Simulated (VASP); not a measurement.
Crystal: Zn.

```xyz
1
Lattice="-1.5690 1.5690 1.5690 1.5690 -1.5690 1.5690 1.5690 1.5690 -1.5690" Properties=species:S:1:pos:R:3 pbc="T T T"
Zn    0.0000    0.0000    0.0000
```

This isn't the form of Zn at room conditions, which is hcp.

| Property | Result |
| --- | --- |
| Program | VASP 6.6.1 |
| Task | relaxation of cell and atoms |
| Functional | PBEsol-based global hybrid with 25 % exact exchange |
| Potentials or basis | VASP PAW PBE potentials, release 64 (Zn) |
| Cutoff | 600 eV |
| k mesh | 6 × 6 × 6 |
| Occupations | fermi-dirac, width 0.05 eV |
| Spin | no spin polarisation |

At the start: pressure -3.5 GPa; volume 15.45 Å³/atom.

Problem. Where does the relaxation end?

Solution. Over 3 steps the energy falls by 8.0 meV/atom and the volume is 14.75 Å³/atom (-4.5 %); space group Im-3m (No. 229, to 0.1 Å) before and after.

Step by step:
| step | energy change (eV) | largest force (eV/Å) | pressure (GPa) | volume (Å³) |
| --- | --- | --- | --- | --- |
| 1 | 0.0000 | 0.0000 | -3.52 | 15.45 |
| 2 | -0.0080 | 0.0000 | 0.30 | 14.70 |
| 3 | -0.0080 | 0.0000 | -0.04 | 14.75 |

Final structure:
```xyz
1
Lattice="-1.5451 1.5451 1.5451 1.5451 -1.5451 1.5451 1.5451 1.5451 -1.5451" Properties=species:S:1:pos:R:3 pbc="T T T"
Zn    0.0000    0.0000    0.0000
```

Caveat: the k points lie up to 0.48 Å⁻¹ apart in the final cell, too coarse for converged energies and pressures of a metal; the PAW data sets were made with another functional, which shifts forces and pressure a little.
